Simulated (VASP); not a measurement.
Write the native input for VASP 6.6.1 that does the following.

| Property | Result |
| --- | --- |
| Task | single point |
| Functional | PBE |
| Potentials or basis | VASP PAW PBE potentials, release 64 (Pd) |
| Cutoff | 520 eV |
| k mesh | 16 × 16 × 9 |
| Occupations | fermi-dirac, width 0.08 eV |
| Spin | no spin polarisation |
| Dipole correction | no |
| Further INCAR settings | ALGO = Normal; EDIFF = 1e-06; NBANDS = 17 |

The structure of Pd lies in POSCAR:

```
Pd
1.0
    2.7701597727      0.0000000000      0.0000000000
   -1.3850798864      2.3990287357      0.0000000000
    0.0000000000      0.0000000000      4.6190700438
Pd
2
Direct
    0.3333333333      0.6666666667      0.2500000000
    0.6666666667      0.3333333333      0.7500000000
```

This isn't the form of Pd at room conditions, which is fcc.

These files were run (other wordings do the same):

INCAR

```
SYSTEM = Pd
ALGO = Normal ; EDIFF = 1E-6
ENCUT = 520 ; GGA = PE
ISIF = 2 ; ISMEAR = -1
LASPH = .True. ; LCHARG = .True.
LELF = .True. ; LREAL = .False.
LVHAR = .True. ; LWAVE = .False.
NBANDS = 17 ; NELM = 60
PREC = Accurate ; SIGMA = 0.08
```

KPOINTS

```
k-points
0
Gamma
  16 16 9
  0 0 0
```

Potentials or basis: VASP PAW PBE potentials, release 64 (Pd).

Run with:

```sh
$ cat potpaw_PBE.64/Pd/POTCAR > POTCAR
$ mpirun -np 1 vasp_std > vasp.out
```

It gave:

```
Pressure               : 0.5 GPa
Band gap on the k mesh : zero (bands 10 and 11 overlap by 0.78 eV)
```

Run time: 73 s on 1 thread of Intel Xeon 8259CL, with other jobs on the host, peak memory 0.2 GiB.
